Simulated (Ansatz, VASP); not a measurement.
# GaC4 in VASP and in Ansatz

Contents of INCAR:

```
PREC = Accurate ; ENCUT = 520
EDIFF = 1E-6 ; ISMEAR = 0
SIGMA = 0.1 ; LREAL = False
LASPH = True ; NELM = 80
ALGO = Normal ; ISIF = 2
LWAVE = False ; LCHARG = False
GGA = PE ; NBANDS = 22
```

Contents of KPOINTS:

```
regular mesh
0
Gamma
  6 6 6
```

File POSCAR:

```
GaC4
1.0
    3.6978024400      0.0000000000      0.0000000000
    0.0000000000      3.6978024400      0.0000000000
    0.0000000000      0.0000000000      3.6978024400
Ga C
1 4
Direct
    0.0000000000      0.0000000000      0.0000000000
    0.0000000000      0.5000000000      0.5000000000
    0.5000000000      0.0000000000      0.5000000000
    0.5000000000      0.5000000000      0.0000000000
    0.5000000000      0.5000000000      0.5000000000
```

Input for Ansatz:

```yaml
crystal:
  lattice:
    - [3.69780244, 0.0, 0.0]
    - [0.0, 3.69780244, 0.0]
    - [0.0, 0.0, 3.69780244]
  atoms:
    - { symbol: Ga, position: [0.0, 0.0, 0.0] }
    - { symbol: C, position: [0.0, 0.5, 0.5] }
    - { symbol: C, position: [0.5, 0.0, 0.5] }
    - { symbol: C, position: [0.5, 0.5, 0.0] }
    - { symbol: C, position: [0.5, 0.5, 0.5] }
basis:
  ecutwfc: 420
kpoints:
  mp_grid: { grid: [6, 6, 6] }
hamiltonian:
  xc: pbe
scf:
  occupations: { method: gaussian, width: 0.1 }
  lower_state_search: "off"
output:
  forces: true
  stress: true
  eigenvalues: true
```

Alike in both runs: task single point; functional PBE; k mesh 6 × 6 × 6; occupations gaussian, width 0.1 eV; no spin polarisation.

```csv
,VASP,Ansatz
version,VASP 6.6.1,Ansatz 0.2.0
potentials or method,"VASP PAW PBE potentials, release 64 (Ga_d, C), cutoff 520 eV","scalar-relativistic, plane waves, PAW"
valence electrons in the cell,29,29
```

Ansatz gave:

| Property | Result |
| --- | --- |
| gap on the k mesh at the Fermi level (eV) | none |
| pressure (GPa) | -21.7 |

Problem. Estimate VASP's values.

Solution. gap on the k mesh at the Fermi level (eV): none; pressure (GPa): -21.6.

A gap of «none» marks a metal or a gap that the smearing closes. The functional is the same, so the differences come from potentials, cutoffs and numerics.
